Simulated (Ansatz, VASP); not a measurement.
## Ir in VASP and in Ansatz

```
CELL_PARAMETERS angstrom
2.69293 0.00000 0.00000
-1.34647 2.33215 0.00000
0.00000 0.00000 4.36156
ATOMIC_POSITIONS crystal
Ir 0.33333 0.66667 0.25000
Ir 0.66667 0.33333 0.75000
```

Change from the starting cell: volume scaled by 0.9405, PAW files.

Alike in both runs: task electric field gradients; functional PBE; k mesh 15 × 15 × 8; occupations fermi-dirac, width 0.03 eV; no spin polarisation.

```csv
,VASP,Ansatz
version,VASP 6.6.1,Ansatz 0.2.0
potentials or method,"VASP PAW PBE potentials, release 64 (Ir)","PAW with Ansatz's default frozen-core files, scalar-relativistic"
plane-wave cutoff (eV),520,420
valence electrons in the cell,18,34
```

|  | VASP | Ansatz | Ansatz less VASP |
| --- | --- | --- | --- |
| pressure (GPa) | 25.5 | 24.7 | -0.81 |
| traceless stress, the component that is largest in VASP (GPa) | 0.34 | 0.29 | -0.050 |
| size of Vzz on the site where it differs most (V/Å²) | 5.8 | 14.8 | +9.03 |

With one functional, cell and mesh, what is left measures potentials, basis and numerics. VASP's potentials hold 18 valence electrons a cell and Ansatz's 34, so a difference there can come from the potentials and not from the codes.

Spin-orbit coupling is off throughout.
